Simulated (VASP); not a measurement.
A run of VASP 6.6.1 is set up as follows.

Contents of INCAR:

```
SYSTEM = BN
ALGO = Normal
EDIFF = 1E-7
EDIFFG = -0.002
ENCUT = 520
GGA_COMPAT = .FALSE.
IBRION = 2
ISIF = 2
ISMEAR = 0
LASPH = .TRUE.
LCHARG = .FALSE.
LREAL = .FALSE.
LWAVE = .FALSE.
NELM = 120
NELMIN = 4
NSW = 60
PREC = Accurate
SIGMA = 0.02
```

KPOINTS

```
k-points
0
G
  9 9 9
  0 0 0
```

POSCAR

```
BN
1.0
    0.0286384716      1.7916943772      1.7916943772
    1.7916943772      0.0286384716      1.7916943772
    1.7916943772      1.7916943772      0.0286384716
B N
1 1
Direct
    0.0000000000      0.0000000000      0.0000000000
    0.2500000000      0.2500000000      0.2500000000
```

Potentials or basis: VASP PAW LDA potentials, release 64 (B, N).

Launch:

```console
$ cat potpaw_LDA.64/B/POTCAR potpaw_LDA.64/N/POTCAR > POTCAR
$ mpirun -np 1 vasp_std > vasp.out
```

Question: Estimate the band gap on the k mesh.

Answer: 4.49 eV, indirect (least direct gap 8.33 eV).

Question: Estimate the energy gained by relaxing.

Answer: 0.1 meV/atom.

Step by step:
```csv
step,energy change (eV),largest force (eV/Å),pressure (GPa)
1,0.0000,0.0836,10.55
2,0.0001,0.1194,10.40
3,-0.0001,0.0000,10.48
```

Caveat: the cell differs from its parent crystal (strained cell). A k mesh can miss the band edges.
